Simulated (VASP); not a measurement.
Input of a VASP 6.6.1 run:

File INCAR:

```
PREC = Accurate
ENCUT = 600
EDIFF = 1E-7
ISMEAR = 0
SIGMA = 0.1
LREAL = F
LASPH = T
NELM = 60
ALGO = Normal
ISIF = 3
LWAVE = F
LCHARG = F
GGA = PE
IBRION = 2
NSW = 80
EDIFFG = -0.025
```

KPOINTS

```
regular mesh
0
Gamma
  4 4 4
```

File POSCAR:

```
NaH
1.0
    2.4104502635      2.4106221954     -0.0604461292
    2.3568272701     -2.4778914605      4.8816188937
    2.4578400345     -2.3371197080     -4.8617393996
Na H
4 4
Direct
    0.0187570479      0.2602199466      0.7560967727
    0.4701146550      0.7340259481      0.7538029968
    0.5048359844      0.2474378555      0.2339922602
    0.0087088072      0.7664990481      0.2603814400
   -0.0061847554      0.0027475329     -0.0021396323
    0.4965718972      0.5063931621      0.0051314924
    0.4905247981      0.9866067496      0.5076442416
    0.0166715658      0.4960697571      0.4850904286
```

Potentials or basis: VASP PAW PBE potentials, release 64 (Na_pv, H).

Command:

```console
$ cat potpaw_PBE.64/Na_pv/POTCAR potpaw_PBE.64/H/POTCAR > POTCAR
$ mpirun -np 1 vasp_std > vasp.out
```

Q: Predict the band gap on the k mesh.

A: 3.74 eV.

Q: What does it give for the relaxed cell?

A: a = 3.423 Å, b = 5.920 Å, c = 5.921 Å, α = 109.43°, β = 89.95°, γ = 90.12°.

Final structure:
```
CELL_PARAMETERS angstrom
2.41925 2.42175 -0.00334
2.41389 -2.42220 4.83253
2.42055 -2.41707 -4.83292
ATOMIC_POSITIONS crystal
Na 0.99941 0.24983 0.74927
Na 0.49934 0.74941 0.75099
Na 0.50193 0.25060 0.24923
Na 0.99802 0.75044 0.24982
H 0.99844 0.99964 0.00024
H 0.50162 0.50143 0.99954
H 0.50157 0.00086 0.50183
H 0.99968 0.49781 0.49907
```

Caveat: the k points lie up to 0.46 Å⁻¹ apart in the final cell. A k mesh can miss the band edges.
